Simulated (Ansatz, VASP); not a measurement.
BeS in VASP and in Ansatz

```xyz
2
Lattice="0.0000 2.3469 2.5427 2.5427 0.0000 2.5427 2.5427 2.3469 0.0000" Properties=species:S:1:pos:R:3 pbc="T T T"
Be    0.0000    0.0000    0.0000
S     3.8141    3.5204    3.8141
```

Alike in both runs: task single point; functional PBEsol; k mesh 10 × 10 × 10; occupations gaussian, width 0.05 eV; no spin polarisation.

```csv
,VASP,Ansatz
version,VASP 6.6.1,Ansatz 0.2.0
potentials or method,"VASP PAW PBE potentials, release 64 (Be, S), cutoff 520 eV","scalar-relativistic, plane waves, PAW"
valence electrons in the cell,8,8
```

Ansatz gave:

```
gap on the k mesh at the Fermi level (eV)                     : 2.49
least direct gap on the mesh (eV)                             : 4.94
pressure (GPa)                                                : -6.0
traceless stress, the component that is largest in VASP (GPa) : 4.23
```

Q: Estimate VASP's values.

A: gap on the k mesh at the Fermi level (eV): 2.49; least direct gap on the mesh (eV): 4.94; pressure (GPa): -5.9; traceless stress, the component that is largest in VASP (GPa): 4.21.

VASP's potentials were made for PBE, not for PBEsol. With one functional, cell and mesh, what is left measures potentials, basis and numerics.
